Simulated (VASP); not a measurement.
Runs of VASP 6.6.1 on HfHF3. The structure is that of space group Pm-3m (No. 221), or close to it. The cells are those of the table. 

| task | cell | k mesh | cutoff (eV) | gap on the mesh (eV) | pressure (GPa) | relaxed volume (Å³/atom) |
| --- | --- | --- | --- | --- | --- | --- |
| relaxation of cell and atoms | relaxed from a = 3.795 Å, 5 atoms | 4 × 4 × 4 | 600 | none | -0.3 | (a) |
| single point | a = 3.795 Å, 5 atoms | 4 × 4 × 4 | 520 | none | 42.6 | - |
| single point | a = 4.100 Å, 5 atoms | 4 × 4 × 4 | 520 | none | -2.0 | - |
| single point | a = 4.099 Å, 5 atoms | 10 × 10 × 10 | 520 | none | -2.1 | - |
| relaxation of cell and atoms | relaxed from a = 4.100 Å, 5 atoms | 10 × 10 × 10 | 600 | none | 0.0 | (b) |

Alike in all rows: level PBE; potentials or basis VASP PAW PBE potentials, release 64 (Hf_pv, H, F); no spin polarisation; smearing gaussian 0.1 eV.

Problem. Fill in the values left out.

Solution. (a) 13.58; (b) 13.52.

Caveats: some runs use coarse meshes; spin-orbit coupling is left out, which moves the levels of the heavy elements; the volume moved by over 15 % at a fixed basis, so the end points are rough (some runs).

A k mesh can miss the band edges, and the runs leave out spin-orbit coupling on Hf.

A gap of «none» marks levels without a gap at the run's occupations.
